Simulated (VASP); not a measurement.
# CaF2 (Fm-3m) in VASP: a series of runs

Aim: see how the results for CaF2 move with the level of theory and the settings. Levels: PBE, r2SCAN. Tasks: single point.

Everything below comes from runs of VASP 6.6.1. Logs are shortened: lines on timing, memory, paths and dates and some standing lists are left out, and cuts for length are marked.

**1. The cell of the first run**

The structure is cubic, space group Fm-3m (No. 225). Conventional cell: a = 5.439 Å, b = 5.439 Å, c = 5.439 Å, α = 90.00°, β = 90.00°, γ = 90.00°. Within 3.1 Å of Ca (site symmetry m-3m) lie 8 F at 2.36 Å. F (site symmetry -43m) has 4 Ca at 2.36 Å and 6 F at 2.72 Å within 3.1 Å.

**2. Single point, PBE**

Input file INCAR:

```
SYSTEM = CaF2
PREC     = Accurate       ! precision mode
ENCUT    = 600            ! plane-wave cutoff, eV
EDIFF    = 1E-6           ! SCF threshold, eV
ISMEAR   = 0              ! smearing method
SIGMA    = 0.01           ! smearing width, eV
LREAL    = .False.        ! projectors in reciprocal space
LASPH    = .True.         ! aspherical terms in the spheres
NELM     = 120            ! most SCF steps
ALGO     = Normal         ! electronic algorithm
ISIF     = 2              ! what is computed and relaxed
LWAVE    = .False.        ! write WAVECAR
LCHARG   = .True.         ! write CHGCAR
GGA      = PE             ! functional
LELF     = .True.         ! ELF
LVHAR    = .True.       
NBANDS   = 19             ! bands
GGA_COMPAT= .False.
```

Input file KPOINTS:

```
Automatic mesh
0
Gamma
  6 6 6
  0 0 0
```

Input file POSCAR:

```
CaF2
1.0
    0.0000000000      2.7195928259      2.7195928259
    2.7195928259      0.0000000000      2.7195928259
    2.7195928259      2.7195928259      0.0000000000
Ca F
1 2
Direct
    0.0000000000      0.0000000000      0.0000000000
    0.7500000000      0.7500000000      0.7500000000
    0.2500000000      0.2500000000      0.2500000000
```

Potentials or basis: VASP PAW PBE potentials, release 64 (Ca_sv, F).

Started as:

```bash
> cat potpaw_PBE.64/Ca_sv/POTCAR potpaw_PBE.64/F/POTCAR > POTCAR
> mpirun -np 1 vasp_std > vasp.out
```

OUTCAR:

```text
SYSTEM = CaF2
   PREC = Accurate
   ENCUT = 600
   EDIFF = 1E-6
   ISMEAR = 0
   LREAL = .False.
   LASPH = .True.
   NELM = 120
   ISIF = 2
   GGA = PE

 ion  position               nearest neighbor table
   1  0.000  0.000  0.000-   2 2.36   2 2.36   2 2.36   2 2.36   3 2.36   3 2.36   3 2.36   3 2.36

   2  0.750  0.750  0.750-   1 2.36   1 2.36   1 2.36   1 2.36
   3  0.250  0.250  0.250-   1 2.36   1 2.36   1 2.36   1 2.36

  LATTYP: Found a face centered cubic cell.
 ALAT       =     5.4391856518

  Lattice vectors:

 A1 = (   0.0000000000,   2.7195928259,   2.7195928259)
 A2 = (   2.7195928259,   0.0000000000,   2.7195928259)
 A3 = (   2.7195928259,   2.7195928259,   0.0000000000)

Analysis of symmetry for initial positions (statically):
=====================================================================
 Subroutine PRICEL returns:
 Original cell was already a primitive cell.

 Routine SETGRP: Setting up the symmetry group for a
 face centered cubic supercell.

 Subroutine GETGRP returns: Found 48 space group operations
 (whereof 48 operations were pure point group operations)
 out of a pool of 48 trial point group operations.

The static configuration has the point symmetry O_h .

Analysis of symmetry for dynamics (positions and initial velocities):
=====================================================================
 Subroutine PRICEL returns:
 Original cell was already a primitive cell.

 Routine SETGRP: Setting up the symmetry group for a
 face centered cubic supercell.

 Subroutine GETGRP returns: Found 48 space group operations
 (whereof 48 operations were pure point group operations)
 out of a pool of 48 trial point group operations.

The dynamic configuration has the point symmetry O_h .

 Subroutine INISYM returns: Found 48 space group operations
 (whereof 48 operations are pure point group operations),
 and found     1 'primitive' translations

----------------------------------------------------------------------------------------

                                     Primitive cell

  volume of cell :      40.2292

  direct lattice vectors                    reciprocal lattice vectors
     0.000000000  2.719592826  2.719592826    -0.183851051  0.183851051  0.183851051
     2.719592826  0.000000000  2.719592826     0.183851051 -0.183851051  0.183851051
     2.719592826  2.719592826  0.000000000     0.183851051  0.183851051 -0.183851051

  length of vectors
     3.846085059  3.846085059  3.846085059     0.318439362  0.318439362  0.318439362

  position of ions in fractional coordinates (direct lattice)
     0.000000000  0.000000000  0.000000000
     0.750000000  0.750000000  0.750000000
     0.250000000  0.250000000  0.250000000

  ion indices of the primitive-cell ions
   primitive index   ion index
                 1           1
                 2           2
                 3           3

----------------------------------------------------------------------------------------

 KPOINTS: Automatic mesh

Automatic generation of k-mesh.
 Grid dimensions read from file:
 generate k-points for:    6    6    6

 Generating k-lattice:

  Cartesian coordinates                     Fractional coordinates (reciprocal lattice)
    -0.030641842  0.030641842  0.030641842     0.166666667  0.000000000  0.000000000
     0.030641842 -0.030641842  0.030641842     0.000000000  0.166666667  0.000000000
     0.030641842  0.030641842 -0.030641842     0.000000000  0.000000000  0.166666667

  Length of vectors
     0.053073227  0.053073227  0.053073227

  Shift w.r.t. Gamma in fractional coordinates (k-lattice)
     0.000000000  0.000000000  0.000000000

 Subroutine IBZKPT returns following result:
 ===========================================

 Found     16 irreducible k-points:

 Following reciprocal coordinates:
            Coordinates               Weight
  0.000000  0.000000  0.000000      1.000000
  0.166667  0.000000  0.000000      8.000000
  0.333333  0.000000  0.000000      8.000000
  0.500000  0.000000  0.000000      4.000000
  0.166667  0.166667  0.000000      6.000000
  0.333333  0.166667  0.000000     24.000000
[... 8 lines left out ...]
 -0.333333  0.333333  0.166667     24.000000
 -0.333333  0.500000  0.166667     12.000000
   k-points           NKPTS =     16   k-points in BZ     NKDIM =     16   number of bands    NBANDS=     19
   number of dos      NEDOS =    301   number of ions     NIONS =      3
   total plane-waves  NPLWV =  32768
   dimension x,y,z NGX =    32 NGY =   32 NGZ =   32
   dimension x,y,z NGXF=    64 NGYF=   64 NGZF=   64
   ions per type =               1   2
   NGX,Y,Z   is equivalent  to a cutoff of  13.83, 13.83, 13.83 a.u.
   NGXF,Y,Z  is equivalent  to a cutoff of  27.66, 27.66, 27.66 a.u.
 SYSTEM =  CaF2
   PREC   = accura    normal or accurate (medium, high low for compatibility)
   ISTART =      0    job   : 0-new  1-cont  2-samecut
   ICHARG =      2    charge: 1-file 2-atom 10-const
   ISPIN  =      1    spin polarized calculation?
   LNONCOLLINEAR =      F non collinear calculations
   LSORBIT =      F    spin-orbit coupling
   LASPH  =      T    aspherical Exc in radial PAW
   ENCUT  =  600.0 eV  44.10 Ry    6.64 a.u.   7.68  7.68  7.68*2*pi/ulx,y,z
   NELM   =    120;   NELMIN=  2; NELMDL= -5     # of ELM steps
   EDIFF  = 0.1E-05   stopping-criterion for ELM
   LREAL  =      F    real-space projection
   EDIFFG = 0.1E-04   stopping-criterion for IOM
   NSW    =      0    number of steps for IOM
   IBRION =     -1    ionic relax: 0-MD 1-quasi-New 2-CG
   NFREE  =      0    steps in history (QN), initial steepest desc. (CG)
   ISIF   =      2    stress and relaxation
   ISYM   =      2    0-nonsym 1-usesym 2-fastsym
   POTIM  = 0.5000    time-step for ionic-motion
   TEBEG  =    0.0;   TEEND  =   0.0 temperature during run
   PSTRESS=    0.0 pullay stress
   NELECT =      24.0000    total number of electrons
   NUPDOWN=      -1.0000    fix difference up-down
   EMIN   =  10.00;   EMAX   =-10.00  energy-range for DOS
   EFERMI =   0.00;   METHOD = LEGACY
   ISMEAR =     0;   SIGMA  =   0.01  broadening in eV -4-tet -1-fermi 0-gaus
   EFERMI_NEDOS =   21; number of points for ismear=-14 and -15
   IALGO  =     38    algorithm
   IMIX   =      4    mixing-type and parameters
     AMIX     =   0.40;   BMIX     =  1.00
     AMIX_MAG =   1.60;   BMIX_MAG =  1.00
  volume/ion in A,a.u.               =      13.41        90.49
  Fermi-wavevector in a.u.,A,eV,Ry     =   1.378155  2.604335 25.841693  1.899311
  Thomas-Fermi vector in A             =   2.503242
   LORBIT       =      0    0 simple, 1 ext, 2 COOP (PROOUT), +10 PAW based schemes
   GGA     = PE    functional components
   LHFCALC =     F    Hartree Fock is set to
   AEXX    =    0.0000 exact exchange contribution
   IVDW    =     0    specifies the selected vdW correction
   LEPSILON=     F    determine dielectric tensor
   LRPA    =     F    only Hartree local field effects (RPA)
 non-spin polarized calculation
 Gauss-broadening in eV      SIGMA  =   0.01
  energy-cutoff  :      600.00
  volume of cell :       40.23
 maximum number of plane-waves:      1363
   NGX = 15   NGY = 15   NGZ = 15

 number of electron      23.9999986 magnetization

 Free energy of the ion-electron system (eV)
  ---------------------------------------------------
  ext. energy  EPLUGINS =         0.00000000
  ---------------------------------------------------
  free energy    TOTEN  =       -17.32267858 eV

  energy without entropy =      -17.32267858  energy(sigma->0) =      -17.32267858

 E-fermi :  -0.7838     XC(G=0):  -9.6938

 val. band max:       -0.9040744484   @ k =   0.5000   0.5000   0.0000
 cond. band min:       6.4509560968   @ k =   0.0000   0.0000   0.0000
 fundamental gap:      7.3550305452
 Fermi energy:        -0.7837963820

 k-point     1 :       0.0000    0.0000    0.0000
  band No.  band energies     occupation
      1     -36.8674      2.00000
      2     -20.8698      2.00000
      3     -20.0788      2.00000
      4     -17.8067      2.00000
      5     -17.8067      2.00000
      6     -17.8067      2.00000
[... 11 lines left out ...]
     18      10.4232      0.00000
     19      16.1513      0.00000

 k-point     2 :       0.1667    0.0000    0.0000
  band No.  band energies     occupation
      1     -36.8585      2.00000
      2     -20.9344      2.00000
      3     -20.1532      2.00000
      4     -17.8178      2.00000
      5     -17.8178      2.00000
      6     -17.6863      2.00000
[... 11 lines left out ...]
     18      10.3527      0.00000
     19      15.0174      0.00000

 k-point     3 :       0.3333    0.0000    0.0000
  band No.  band energies     occupation
      1     -36.8405      2.00000
      2     -21.0015      2.00000
      3     -20.3693      2.00000
      4     -17.8398      2.00000
      5     -17.8398      2.00000
      6     -17.4324      2.00000
[... 11 lines left out ...]
     18      10.2124      0.00000
     19      13.4536      0.00000

 k-point     4 :       0.5000    0.0000    0.0000
  band No.  band energies     occupation
      1     -36.8315      2.00000
      2     -20.9958      2.00000
      3     -20.5159      2.00000
      4     -17.8507      2.00000
      5     -17.8507      2.00000
      6     -17.3020      2.00000
[... 11 lines left out ...]
     18      10.1429      0.00000
     19      12.9588      0.00000

 k-point     5 :       0.1667    0.1667    0.0000
  band No.  band energies     occupation
      1     -36.8555      2.00000
      2     -20.9658      2.00000
      3     -20.1595      2.00000
      4     -17.8343      2.00000
      5     -17.8343      2.00000
      6     -17.6286      2.00000
[... 11 lines left out ...]
     18      10.3101      0.00000
     19      15.6746      0.00000

 k-point     6 :       0.3333    0.1667    0.0000
  band No.  band energies     occupation
      1     -36.8406      2.00000
      2     -21.0320      2.00000
      3     -20.3261      2.00000
      4     -17.8591      2.00000
      5     -17.8062      2.00000
      6     -17.4594      2.00000
[... 11 lines left out ...]
     18      10.3574      0.00000
     19      14.4349      0.00000

 k-point     7 :       0.5000    0.1667    0.0000
  band No.  band energies     occupation
      1     -36.8286      2.00000
      2     -20.9795      2.00000
      3     -20.5865      2.00000
      4     -17.8673      2.00000
      5     -17.7356      2.00000
      6     -17.3560      2.00000
[... 11 lines left out ...]
     18      11.0768      0.00000
     19      13.3367      0.00000

 k-point     8 :      -0.3333    0.1667    0.0000
  band No.  band energies     occupation
      1     -36.8316      2.00000
      2     -20.9689      2.00000
      3     -20.5579      2.00000
      4     -17.8510      2.00000
      5     -17.7178      2.00000
      6     -17.4193      2.00000
[... 80 lines left out ...]
 k-point    12 :      -0.3333    0.3333    0.0000
  band No.  band energies     occupation
      1     -36.8226      2.00000
      2     -20.8857      2.00000
      3     -20.7800      2.00000
      4     -17.8812      2.00000
      5     -17.5903      2.00000
      6     -17.4065      2.00000
[... 11 lines left out ...]
     18      12.5435      0.00000
     19      14.3838      0.00000

 k-point    13 :       0.5000    0.5000    0.0000
  band No.  band energies     occupation
      1     -36.8197      2.00000
      2     -21.2079      2.00000
      3     -20.3908      2.00000
      4     -17.9166      2.00000
      5     -17.9166      2.00000
      6     -17.1219      2.00000
[... 11 lines left out ...]
     18      12.5180      0.00000
     19      14.0405      0.00000

 k-point    14 :       0.5000    0.3333    0.1667
  band No.  band energies     occupation
      1     -36.8286      2.00000
      2     -21.0243      2.00000
      3     -20.5306      2.00000
      4     -17.8806      2.00000
      5     -17.7025      2.00000
      6     -17.3868      2.00000
[... 11 lines left out ...]
     18      11.1781      0.00000
     19      14.5192      0.00000

 k-point    15 :      -0.3333    0.3333    0.1667
  band No.  band energies     occupation
      1     -36.8226      2.00000
      2     -20.8899      2.00000
      3     -20.7754      2.00000
      4     -17.8958      2.00000
      5     -17.5540      2.00000
      6     -17.4286      2.00000
[... 11 lines left out ...]
     18      12.4604      0.00000
     19      13.8235      0.00000

 k-point    16 :      -0.3333    0.5000    0.1667
  band No.  band energies     occupation
      1     -36.8197      2.00000
      2     -21.0390      2.00000
      3     -20.6404      2.00000
      4     -17.9185      2.00000
      5     -17.6713      2.00000
      6     -17.2837      2.00000
[... 11 lines left out ...]
     18      13.7363      0.00000
     19      13.8180      0.00000

------------------------ aborting loop because EDIFF is reached ----------------------------------------

  FORCE on cell =-STRESS in cart. coord.  units (eV):
  Direction    XX          YY          ZZ          XY          YZ          ZX
  --------------------------------------------------------------------------------------
  -------------------------------------------------------------------------------------
  Total        0.8974089      0.8974089      0.8974089      0.0000000     -0.0000000      0.0000000
  in kB       35.7403915     35.7403915     35.7403915      0.0000000     -0.0000000      0.0000000
  external PRESSURE =      35.7403915 kB  Pullay stress =       0.0000000 kB

 VOLUME and BASIS-vectors are now :
 -----------------------------------------------------------------------------
  energy-cutoff  :      600.00
  volume of cell :       40.23
      direct lattice vectors                 reciprocal lattice vectors
     0.000000000  2.719592826  2.719592826    -0.183851051  0.183851051  0.183851051
     2.719592826  0.000000000  2.719592826     0.183851051 -0.183851051  0.183851051
     2.719592826  2.719592826  0.000000000     0.183851051  0.183851051 -0.183851051

 POSITION                                       TOTAL-FORCE (eV/Angst)
 -----------------------------------------------------------------------------------
      0.00000      0.00000      0.00000         0.000000     -0.000000     -0.000000
      4.07939      4.07939      4.07939        -0.000000     -0.000000     -0.000000
      1.35980      1.35980      1.35980         0.000000      0.000000      0.000000
 -----------------------------------------------------------------------------------
    total drift:                                0.000000     -0.000000      0.000000

  FREE ENERGIE OF THE ION-ELECTRON SYSTEM (eV)
  ---------------------------------------------------
  free  energy   TOTEN  =       -17.3226785814 eV

  energy  without entropy=      -17.3226785814  energy(sigma->0) =      -17.32267858
```

It took 13 s on 1 thread of Intel Xeon Platinum 8259CL at 2.50GHz (Skylake/Cascade Lake), shared host; peak memory 0.17 GiB.

What came out:

| Item | Value |
| --- | --- |
| Free energy | -17.3227 eV |
| Pressure | 3.6 GPa |
| Band gap on the k mesh | 7.36 eV (least direct gap 7.61 eV) |

Levels at points of the mesh, in eV from the valence-band top:
```csv
k point,band 8,band 9,band 10,band 11,band 12,band 13,band 14,band 15,band 16,band 17
"(0.00, 0.00, 0.00)",-2.15,-2.15,-0.26,-0.26,-0.26,7.36,9.22,9.22,11.33,11.33
"(0.50, 0.00, 0.00)",-1.54,-1.30,-1.25,-0.84,-0.84,9.44,9.44,9.83,10.80,11.05
"(0.50, 0.50, 0.00)",-1.66,-1.66,-0.37,-0.37,0.00,8.15,9.59,10.15,10.95,10.95
```

Caveat: the cell stands under pressure. A k mesh can miss the band edges.

**3. Single point, PBE**

Input file INCAR:

```
  PREC = Accurate
  ENCUT = 600
  EDIFF = 1E-6
  ISMEAR = 0
  SIGMA = 0.01
  LREAL = F
  LASPH = T
  NELM = 120
  ALGO = Normal
  ISIF = 2
  LWAVE = F
  LCHARG = F
  GGA = PE
  NBANDS = 19
  GGA_COMPAT = F
```

Input file KPOINTS:

```
regular mesh
0
Gamma
  6 6 6
```

POSCAR is that of step 2.

Potentials or basis: VASP PAW PBE potentials, release 64 (Ca_sv, F).

Started as:

```bash
> cat potpaw_PBE.64/Ca_sv/POTCAR potpaw_PBE.64/F/POTCAR > POTCAR
> mpirun -np 1 vasp_std > vasp.out
```

Wall time 13 s (1 thread of Intel Xeon Platinum 8259CL at 2.50GHz (Skylake/Cascade Lake), shared host); peak memory 0.17 GiB.

The run converged. Its results:

```
Free energy            : -17.3227 eV
Pressure               : 3.6 GPa
Band gap on the k mesh : 7.36 eV (least direct gap 7.61 eV)
```

Levels at points of the mesh, in eV from the valence-band top:
| k point | band 9 | band 10 | band 11 | band 12 | band 13 | band 14 | band 15 | band 16 |
| --- | --- | --- | --- | --- | --- | --- | --- | --- |
| (0.00, 0.00, 0.00) | -2.15 | -0.26 | -0.26 | -0.26 | 7.36 | 9.22 | 9.22 | 11.33 |
| (0.50, 0.00, 0.00) | -1.30 | -1.25 | -0.84 | -0.84 | 9.44 | 9.44 | 9.83 | 10.80 |
| (0.50, 0.50, 0.00) | -1.66 | -0.37 | -0.37 | 0.00 | 8.15 | 9.59 | 10.15 | 10.95 |

Caveat: the cell stands under pressure. A k mesh can miss the band edges.

**4. Single point, r2SCAN**

POSCAR is that of step 3.

Input file INCAR.step1:

```
SYSTEM = CaF2
  ALGO = Normal
  EDIFF = 1E-5
  ENCUT = 660
  GGA = PE
  GGA_COMPAT = .FALSE.
  ISMEAR = 0
  LASPH = .TRUE.
  LCHARG = .FALSE.
  LREAL = .FALSE.
  LWAVE = .TRUE.
  NBANDS = 19
  NELM = 120
  PREC = Accurate
  SIGMA = 0.01
```

Input file INCAR.step2:

```
SYSTEM = CaF2
  ALGO = Normal
  EDIFF = 1E-6
  ENCUT = 660
  GGA_COMPAT = .FALSE.
  ISIF = 2
  ISMEAR = 0
  ISTART = 1
  LASPH = .TRUE.
  LCHARG = .FALSE.
  LMIXTAU = .TRUE.
  LREAL = .FALSE.
  LWAVE = .FALSE.
  METAGGA = R2SCAN
  NBANDS = 19
  NELM = 120
  PREC = Accurate
  SIGMA = 0.01
```

Input file KPOINTS:

```
k-points
0
G
  6 6 6
  0 0 0
```

Started as:

```bash
> cat potpaw_PBE.64/Ca_sv/POTCAR potpaw_PBE.64/F/POTCAR > POTCAR
> cp INCAR.step1 INCAR
> mpirun -np 1 vasp_std > vasp.out
> cp INCAR.step2 INCAR
> mpirun -np 1 vasp_std > vasp.out
```

Run time: 49 s. Hardware: 1 thread of Intel Xeon Platinum 8259CL at 2.50GHz (Skylake/Cascade Lake), shared host; peak memory 0.19 GiB.

Results (log left out):

| Property | Result |
| --- | --- |
| Free energy | -25.9587 eV |
| Pressure | 0.4 GPa |
| Band gap on the k mesh | 8.03 eV (least direct gap 8.29 eV) |

Levels at points of the mesh, in eV from the valence-band top:
```tsv
k point	band 10	band 11	band 12	band 13	band 14	band 15
(0.00, 0.00, 0.00)	-0.26	-0.26	-0.26	8.03	10.06	10.06
(0.50, 0.00, 0.00)	-1.26	-0.84	-0.84	10.26	10.26	10.75
(0.50, 0.50, 0.00)	-0.36	-0.36	0.00	8.79	10.52	11.00
```

Caveat: the PAW data sets were made with another functional, which shifts forces and pressure a little. A k mesh can miss the band edges.

(Part 1 of 2 ends here.)
